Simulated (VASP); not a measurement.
# K (Cmmm) in VASP: a series of runs

K is run at these levels: LDA; tasks: single point.

Program: VASP 6.6.1. These are calculated values, not measurements. Logs are shortened: lines on timing, memory, paths and dates and some standing lists are left out, and cuts for length are marked.

## 1. The cell of the first run

It takes space group Cmmm (No. 65, orthorhombic). Conventional cell: a = 7.402 Å, b = 11.048 Å, c = 8.367 Å, α = 90.00°, β = 90.00°, γ = 90.00°. Within 4.9 Å of K (site symmetry 2) lie 6 K at 3.70 to 4.18 Å. Within 5.2 Å of K (site symmetry mmm) lie 8 K at 3.93 Å.

## 2. Single point, LDA

Contents of INCAR:

```
SYSTEM = K
PREC = Accurate
ENCUT = 520
EDIFF = 1E-6
ISMEAR = 1
SIGMA = 0.1
LREAL = .FALSE.
LASPH = .TRUE.
NELM = 60
ALGO = Normal
ISIF = 2
LWAVE = .FALSE.
LCHARG = .FALSE.
NBANDS = 30
```

Contents of KPOINTS:

```
regular mesh
0
G
  2 2 1
  0 0 0
```

Contents of POSCAR:

```
K
1.0
    3.7010000000     -5.5240000000      0.0000000000
    3.7010000000      5.5240000000      0.0000000000
    0.0000000000      0.0000000000      8.3670000000
K
5
Direct
    0.5000000000      0.0000000000      0.2500000000
    0.0000000000      0.5000000000      0.7500000000
    0.0000000000      0.5000000000      0.2500000000
    0.5000000000      0.0000000000      0.7500000000
    0.0000000000      0.0000000000      0.0000000000
```

Potentials or basis: VASP PAW LDA potentials, release 64 (K_sv).

Command:

```console
> cat potpaw_LDA.64/K_sv/POTCAR > POTCAR
> mpirun -np 1 vasp_std > vasp.out
```

OUTCAR:

```text
SYSTEM = K
   PREC = Accurate
   ENCUT = 520
   EDIFF = 1E-6
   ISMEAR = 1
   LREAL = .FALSE.
   LASPH = .TRUE.
   NELM = 60
   ISIF = 2

 ion  position               nearest neighbor table
   1  0.500  0.000  0.250-   3 3.70   3 3.70
   2  0.000  0.500  0.750-   4 3.70   4 3.70
   3  0.000  0.500  0.250-   1 3.70   1 3.70
   4  0.500  0.000  0.750-   2 3.70   2 3.70
   5  0.000  0.000  0.000-

  LATTYP: Found a base centered orthorhombic cell.
 ALAT       =     7.4020000000
 B/A-ratio  =     1.4925695758
 C/A-ratio  =     1.1303701702

  Lattice vectors:

 A1 = (   3.7010000000,  -5.5240000000,   0.0000000000)
 A2 = (   3.7010000000,   5.5240000000,   0.0000000000)
 A3 = (   0.0000000000,   0.0000000000,   8.3670000000)

Analysis of symmetry for initial positions (statically):
=====================================================================
 Subroutine PRICEL returns:
 Original cell was already a primitive cell.

 Routine SETGRP: Setting up the symmetry group for a
 base centered orthorhombic supercell.

 Subroutine GETGRP returns: Found  8 space group operations
 (whereof  8 operations were pure point group operations)
 out of a pool of  8 trial point group operations.

The static configuration has the point symmetry D_2h.

Analysis of symmetry for dynamics (positions and initial velocities):
=====================================================================
 Subroutine PRICEL returns:
 Original cell was already a primitive cell.

 Routine SETGRP: Setting up the symmetry group for a
 base centered orthorhombic supercell.

 Subroutine GETGRP returns: Found  8 space group operations
 (whereof  8 operations were pure point group operations)
 out of a pool of  8 trial point group operations.

The dynamic configuration has the point symmetry D_2h.

 Subroutine INISYM returns: Found  8 space group operations
 (whereof  8 operations are pure point group operations),
 and found     1 'primitive' translations

----------------------------------------------------------------------------------------

                                     Primitive cell

  volume of cell :     342.1153

  direct lattice vectors                    reciprocal lattice vectors
     3.701000000 -5.524000000  0.000000000     0.135098622 -0.090514120  0.000000000
     3.701000000  5.524000000  0.000000000     0.135098622  0.090514120  0.000000000
     0.000000000  0.000000000  8.367000000     0.000000000  0.000000000  0.119517151

  length of vectors
     6.649208750  6.649208750  8.367000000     0.162617476  0.162617476  0.119517151

  position of ions in fractional coordinates (direct lattice)
     0.500000000  1.000000000  0.250000000
     1.000000000  0.500000000  0.750000000
     1.000000000  0.500000000  0.250000000
     0.500000000  1.000000000  0.750000000
     0.000000000  0.000000000  0.000000000

  ion indices of the primitive-cell ions
   primitive index   ion index
                 1           1
                 2           2
                 3           3
                 4           4
                 5           5

----------------------------------------------------------------------------------------

 KPOINTS: regular mesh

Automatic generation of k-mesh.
 Grid dimensions read from file:
 generate k-points for:    2    2    1

 Generating k-lattice:

  Cartesian coordinates                     Fractional coordinates (reciprocal lattice)
     0.067549311 -0.045257060  0.000000000     0.500000000 -0.000000000  0.000000000
     0.067549311  0.045257060  0.000000000    -0.000000000  0.500000000  0.000000000
     0.000000000  0.000000000  0.119517151     0.000000000  0.000000000  1.000000000

  Length of vectors
     0.081308738  0.081308738  0.119517151

  Shift w.r.t. Gamma in fractional coordinates (k-lattice)
     0.000000000  0.000000000  0.000000000

 Subroutine IBZKPT returns following result:
 ===========================================

 Found      3 irreducible k-points:

 Following reciprocal coordinates:
            Coordinates               Weight
  0.000000  0.000000  0.000000      1.000000
  0.500000  0.000000  0.000000      2.000000
  0.500000  0.500000  0.000000      1.000000
   k-points           NKPTS =      3   k-points in BZ     NKDIM =      3   number of bands    NBANDS=     30
   number of dos      NEDOS =    301   number of ions     NIONS =      5
   total plane-waves  NPLWV = 160000
   dimension x,y,z NGX =    50 NGY =   50 NGZ =   64
   dimension x,y,z NGXF=   100 NGYF=  100 NGZF=  128
   ions per type =               5
   NGX,Y,Z   is equivalent  to a cutoff of  12.50, 12.50, 12.72 a.u.
   NGXF,Y,Z  is equivalent  to a cutoff of  25.00, 25.00, 25.43 a.u.
 SYSTEM =  K
   PREC   = accura    normal or accurate (medium, high low for compatibility)
   ISTART =      0    job   : 0-new  1-cont  2-samecut
   ICHARG =      2    charge: 1-file 2-atom 10-const
   ISPIN  =      1    spin polarized calculation?
   LNONCOLLINEAR =      F non collinear calculations
   LSORBIT =      F    spin-orbit coupling
   LASPH  =      T    aspherical Exc in radial PAW
   ENCUT  =  520.0 eV  38.22 Ry    6.18 a.u.  12.36 12.36 15.56*2*pi/ulx,y,z
   NELM   =     60;   NELMIN=  2; NELMDL= -5     # of ELM steps
   EDIFF  = 0.1E-05   stopping-criterion for ELM
   LREAL  =      F    real-space projection
   EDIFFG = 0.1E-04   stopping-criterion for IOM
   NSW    =      0    number of steps for IOM
   IBRION =     -1    ionic relax: 0-MD 1-quasi-New 2-CG
   NFREE  =      0    steps in history (QN), initial steepest desc. (CG)
   ISIF   =      2    stress and relaxation
   ISYM   =      2    0-nonsym 1-usesym 2-fastsym
   POTIM  = 0.5000    time-step for ionic-motion
   TEBEG  =    0.0;   TEEND  =   0.0 temperature during run
   PSTRESS=    0.0 pullay stress
   NELECT =      45.0000    total number of electrons
   NUPDOWN=      -1.0000    fix difference up-down
   EMIN   =  10.00;   EMAX   =-10.00  energy-range for DOS
   EFERMI =   0.00;   METHOD = LEGACY
   ISMEAR =     1;   SIGMA  =   0.10  broadening in eV -4-tet -1-fermi 0-gaus
   EFERMI_NEDOS =   21; number of points for ismear=-14 and -15
   IALGO  =     38    algorithm
   IMIX   =      4    mixing-type and parameters
     AMIX     =   0.40;   BMIX     =  1.00
     AMIX_MAG =   1.60;   BMIX_MAG =  1.00
  volume/ion in A,a.u.               =      68.42       461.74
  Fermi-wavevector in a.u.,A,eV,Ry     =   0.832571  1.573332  9.431221  0.693175
  Thomas-Fermi vector in A             =   1.945650
   LORBIT       =      0    0 simple, 1 ext, 2 COOP (PROOUT), +10 PAW based schemes
   GGA     = CA    functional components
   LHFCALC =     F    Hartree Fock is set to
   AEXX    =    0.0000 exact exchange contribution
   IVDW    =     0    specifies the selected vdW correction
   LEPSILON=     F    determine dielectric tensor
   LRPA    =     F    only Hartree local field effects (RPA)
 non-spin polarized calculation
 Methfessel and Paxton  Order N= 1 SIGMA  =   0.10
  energy-cutoff  :      520.00
  volume of cell :      342.12
 maximum number of plane-waves:      9235
 NGX is ok and might be reduce to    50
   NGX = 25   NGY = 25   NGZ = 31

 number of electron      44.9999995 magnetization

 Free energy of the ion-electron system (eV)
  ---------------------------------------------------
  ext. energy  EPLUGINS =         0.00000000
  ---------------------------------------------------
  free energy    TOTEN  =        -4.48284227 eV

  energy without entropy =       -4.47556024  energy(sigma->0) =       -4.48041493

 E-fermi :   0.4210     XC(G=0):  -5.9738

 val. band max:        0.4020947519   @ k =   0.5000   0.5000   0.0000
 cond. band min:       0.4365488368   @ k =   0.5000   0.5000   0.0000
 fundamental gap:      0.0344540850
 Fermi energy:         0.4210141312

 k-point     1 :       0.0000    0.0000    0.0000
  band No.  band energies     occupation
      1     -32.1802      2.00000
      2     -32.1720      2.00000
      3     -32.1496      2.00000
      4     -32.1433      2.00000
      5     -32.0324      2.00000
      6     -16.1347      2.00000
[... 22 lines left out ...]
     29       1.9991     -0.00000
     30       2.2343     -0.00000

 k-point     2 :       0.5000    0.0000    0.0000
  band No.  band energies     occupation
      1     -32.1650      2.00000
      2     -32.1642      2.00000
      3     -32.1577      2.00000
      4     -32.1577      2.00000
      5     -32.0331      2.00000
      6     -15.9884      2.00000
[... 22 lines left out ...]
     29       2.1181     -0.00000
     30       2.1563     -0.00000

 k-point     3 :       0.5000    0.5000    0.0000
  band No.  band energies     occupation
      1     -32.1786      2.00000
      2     -32.1719      2.00000
      3     -32.1497      2.00000
      4     -32.1434      2.00000
      5     -32.0339      2.00000
      6     -16.1146      2.00000
[... 22 lines left out ...]
     29       1.3763     -0.00000
     30       1.9577     -0.00000

------------------------ aborting loop because EDIFF is reached ----------------------------------------

  FORCE on cell =-STRESS in cart. coord.  units (eV):
  Direction    XX          YY          ZZ          XY          YZ          ZX
  --------------------------------------------------------------------------------------
  -------------------------------------------------------------------------------------
  Total        4.2540052     -0.3077039      0.8209095      0.0000000      0.0000000      0.0000000
  in kB       19.9221442     -1.4410236      3.8444424      0.0000000      0.0000000      0.0000000
  external PRESSURE =       7.4418543 kB  Pullay stress =       0.0000000 kB

 VOLUME and BASIS-vectors are now :
 -----------------------------------------------------------------------------
  energy-cutoff  :      520.00
  volume of cell :      342.12
      direct lattice vectors                 reciprocal lattice vectors
     3.701000000 -5.524000000  0.000000000     0.135098622 -0.090514120  0.000000000
     3.701000000  5.524000000  0.000000000     0.135098622  0.090514120  0.000000000
     0.000000000  0.000000000  8.367000000     0.000000000  0.000000000  0.119517151

 POSITION                                       TOTAL-FORCE (eV/Angst)
 -----------------------------------------------------------------------------------
      1.85050     -2.76200      2.09175         0.000000      0.000000      0.162668
      1.85050      2.76200      6.27525         0.000000     -0.000000     -0.162668
      1.85050      2.76200      2.09175        -0.000000     -0.000000      0.162668
      1.85050     -2.76200      6.27525        -0.000000      0.000000     -0.162668
      0.00000      0.00000      0.00000        -0.000000     -0.000000      0.000000
 -----------------------------------------------------------------------------------
    total drift:                                0.000000      0.000000     -0.000000

  FREE ENERGIE OF THE ION-ELECTRON SYSTEM (eV)
  ---------------------------------------------------
  free  energy   TOTEN  =        -4.4828422682 eV

  energy  without entropy=       -4.4755602449  energy(sigma->0) =       -4.48041493
```

Run time: 35 s. Hardware: 1 thread of Oxide Virtual Turin-like, shared host; peak memory 0.25 GiB.

What came out:

```yaml
Free_energy: -4.4828 eV
Pressure: 0.7 GPa
Largest_force: 0.163 eV/Å
Band_gap_on_the_k_mesh: zero (an odd number of electrons rules out a gap without spin polarisation)
```

Forces on the atoms (eV/Å):
```
K    0.000  0.000  0.163
K    0.000  0.000 -0.163
K    0.000  0.000  0.163
K    0.000  0.000 -0.163
K    0.000  0.000  0.000
```

Caveat: the k points lie up to 0.75 Å⁻¹ apart, too coarse for converged energies and pressures of a metal.

## 3. Single point, LDA

Contents of INCAR:

```
PREC = Accurate
ENCUT = 520
EDIFF = 1E-6
ISMEAR = 1
SIGMA = 0.1
LREAL = F
LASPH = T
NELM = 80
ALGO = Normal
ISIF = 2
LWAVE = F
LCHARG = T
GGA = CA
LELF = T
LVHAR = T
NBANDS = 30
```

Contents of KPOINTS:

```
Automatic mesh
0
Gamma
  2 2 2
```

POSCAR is that of step 2.

Potentials or basis: VASP PAW LDA potentials, release 64 (K_sv).

Command:

```console
> cat potpaw_LDA.64/K_sv/POTCAR > POTCAR
> mpirun -np 1 vasp_std > vasp.out
```

Wall time 84 s (1 thread of Oxide Virtual Turin-like, shared host); peak memory 0.27 GiB.

Results (log left out):

```
Free energy            : -4.9529 eV
Pressure               : 0.8 GPa
Largest force          : 0.197 eV/Å
Band gap on the k mesh : zero (an odd number of electrons rules out a gap without spin polarisation)
```

Forces in eV/Å, atoms in the order of the input:
```
K    0.000  0.000  0.197
K    0.000  0.000 -0.197
K    0.000  0.000  0.197
K    0.000  0.000 -0.197
K    0.000  0.000  0.000
```

Stress tensor (GPa, compression positive):
```
1.52 0.00 0.00
0.00 0.60 0.00
0.00 0.00 0.19
```

Levels at points of the mesh, in eV from the Fermi level:
```tsv
k point	band 18	band 19	band 20	band 21	band 22	band 23	band 24	band 25	band 26	band 27
(0.00, 0.00, 0.00)	-15.33	-15.31	-15.30	-2.01	0.19	0.43	1.33	1.49	1.64	1.75
(0.50, 0.00, 0.00)	-15.36	-15.34	-15.33	-1.04	-0.73	0.93	1.14	1.23	1.31	1.31
(0.50, 0.50, 0.00)	-15.34	-15.32	-15.31	-0.96	-0.33	0.82	0.83	1.00	1.16	1.42
(0.00, 0.00, 0.50)	-15.33	-15.31	-15.30	-1.58	-1.14	1.60	1.69	1.84	1.88	1.92
(0.50, 0.00, 0.50)	-15.35	-15.34	-15.32	-0.68	-0.29	-0.15	-0.07	1.52	1.67	1.89
(0.50, 0.50, 0.50)	-15.34	-15.31	-15.31	-0.42	-0.25	-0.10	0.45	0.89	1.30	1.39
```

Caveat: the k points lie up to 0.51 Å⁻¹ apart, too coarse for converged energies and pressures of a metal.

## 4. Single point, LDA

Contents of INCAR:

```
PREC = Accurate
ENCUT = 520
EDIFF = 1E-6
ISMEAR = 1
SIGMA = 0.1
LREAL = False
LASPH = True
NELM = 60
ALGO = Normal
ISIF = 2
LWAVE = False
LCHARG = False
GGA = CA
NBANDS = 30
```

Contents of KPOINTS:

```
Automatic mesh
0
Gamma
  3 3 2
```

POSCAR is that of step 3.

Command:

```console
> cat potpaw_LDA.64/K_sv/POTCAR > POTCAR
> mpirun -np 1 vasp_std > vasp.out
```

Wall time 2.5 min (1 thread of Oxide Virtual Turin-like, shared host); peak memory 0.28 GiB.

It converged, with:

```
Free energy            : -4.6223 eV
Pressure               : 0.8 GPa
Largest force          : 0.156 eV/Å
Band gap on the k mesh : zero (an odd number of electrons rules out a gap without spin polarisation)
```

Forces in eV/Å, atoms in the order of the input:
```
K    0.000  0.000  0.156
K    0.000  0.000 -0.156
K    0.000  0.000  0.156
K    0.000  0.000 -0.156
K    0.000  0.000  0.000
```

Stress tensor (GPa, compression positive):
```
1.74 0.00 0.00
0.00 0.57 0.00
0.00 0.00 0.24
```

Levels at points of the mesh, in eV from the Fermi level:
| k point | band 18 | band 19 | band 20 | band 21 | band 22 | band 23 | band 24 | band 25 | band 26 | band 27 |
| --- | --- | --- | --- | --- | --- | --- | --- | --- | --- | --- |
| (0.00, 0.00, 0.00) | -15.64 | -15.62 | -15.61 | -2.34 | -0.14 | 0.09 | 1.00 | 1.18 | 1.35 | 1.42 |
| (0.00, 0.00, 0.50) | -15.63 | -15.62 | -15.61 | -1.88 | -1.50 | 1.29 | 1.41 | 1.53 | 1.58 | 1.59 |

Caveat: the k points lie up to 0.38 Å⁻¹ apart, too coarse for converged energies and pressures of a metal.

## 5. Single point, LDA

Contents of INCAR:

```
ALGO = Normal
EDIFF = 1E-7
ENCUT = 520
GGA = CA
ISIF = 2
ISMEAR = 1
LASPH = True
LCHARG = False
LREAL = False
LWAVE = False
NBANDS = 30
NELM = 60
PREC = Accurate
SIGMA = 0.1
```

Contents of KPOINTS:

```
k-points
0
Gamma
  4 4 3
```

POSCAR is that of step 4.

Command:

```console
> cat potpaw_LDA.64/K_sv/POTCAR > POTCAR
> mpirun -np 1 vasp_std > vasp.out
```

Wall time 3.4 min (1 thread of Oxide Virtual Turin-like, shared host); peak memory 0.32 GiB.

The run converged. Its results:

```yaml
Free_energy: -4.6524 eV
Pressure: 0.8 GPa
Largest_force: 0.196 eV/Å
Band_gap_on_the_k_mesh: zero (an odd number of electrons rules out a gap without spin polarisation)
```

Forces in eV/Å, atoms in the order of the input:
```
K    0.000  0.000  0.196
K    0.000  0.000 -0.196
K    0.000  0.000  0.196
K    0.000  0.000 -0.196
K    0.000  0.000  0.000
```

Stress tensor (GPa, compression positive):
```
1.68 0.00 0.00
0.00 0.41 0.00
0.00 0.00 0.43
```

Levels at points of the mesh, in eV from the Fermi level:
```
           k point  band 18  band 19  band 20  band 21  band 22  band 23  band 24  band 25  band 26  band 27
(0.00, 0.00, 0.00)   -15.69   -15.65   -15.65    -2.38    -0.17     0.07     0.96     1.13     1.29     1.38
(0.50, 0.00, 0.00)   -15.71   -15.69   -15.69    -1.40    -1.09     0.58     0.78     0.87     0.94     0.94
(0.50, 0.50, 0.00)   -15.69   -15.65   -15.65    -1.31    -0.70     0.45     0.47     0.65     0.80     1.06
```

## 6. Single point, LDA

Contents of INCAR:

```
SYSTEM = K
PREC = Accurate
ENCUT = 520
EDIFF = 1E-6
ISMEAR = 1
SIGMA = 0.1
LREAL = .False.
LASPH = .True.
NELM = 80
ALGO = Normal
ISIF = 2
LWAVE = .False.
LCHARG = .False.
NBANDS = 30
```

Contents of KPOINTS:

```
Automatic mesh
0
Gamma
  5 5 4
  0 0 0
```

POSCAR is that of step 5.

Potentials or basis: VASP PAW LDA potentials, release 64 (K_sv).

Command:

```console
> cat potpaw_LDA.64/K_sv/POTCAR > POTCAR
> mpirun -np 1 vasp_std > vasp.out
```

Run time: 6.2 min. Hardware: 1 thread of Oxide Virtual Turin-like, shared host; peak memory 0.38 GiB.

Results (log left out):

| Quantity | Value |
| --- | --- |
| Free energy | -4.6667 eV |
| Pressure | 0.8 GPa |
| Largest force | 0.187 eV/Å |
| Band gap on the k mesh | zero (an odd number of electrons rules out a gap without spin polarisation) |

Forces on the atoms (eV/Å):
```
K    0.000  0.000  0.187
K    0.000  0.000 -0.187
K    0.000  0.000  0.187
K    0.000  0.000 -0.187
K    0.000  0.000  0.000
```

Stress tensor (GPa, compression positive):
```
1.72 0.00 0.00
0.00 0.29 0.00
0.00 0.00 0.52
```

Levels at points of the mesh, in eV from the Fermi level:
```
           k point  band 19  band 20  band 21  band 22  band 23  band 24  band 25  band 26
(0.00, 0.00, 0.00)   -15.64   -15.64    -2.37    -0.16     0.07     0.97     1.14     1.30
(0.00, 0.00, 0.50)   -15.65   -15.64    -1.93    -1.50     1.25     1.36     1.49     1.53
```

## 7. Overview

| k mesh | gap on the mesh (eV) | pressure (GPa) | largest force (eV/Å) |
| --- | --- | --- | --- |
| 2 × 2 × 1 | none | 0.7 | 0.16 |
| 2 × 2 × 2 | none | 0.8 | 0.20 |
| 3 × 3 × 2 | none | 0.8 | 0.16 |
| 4 × 4 × 3 | none | 0.8 | 0.20 |
| 5 × 5 × 4 | none | 0.8 | 0.19 |

Alike in all rows: task single point; level LDA; potentials or basis VASP PAW LDA potentials, release 64 (K_sv); no spin polarisation; cell as given; cutoff (eV) 520; smearing methfessel-paxton 0.1 eV.

Caveats: some runs use coarse meshes.

Total energies depend on the potentials used, so only differences within one code and one set of settings carry meaning.

The gap in the log of VASP goes by the Fermi energy; the results here count the filled bands.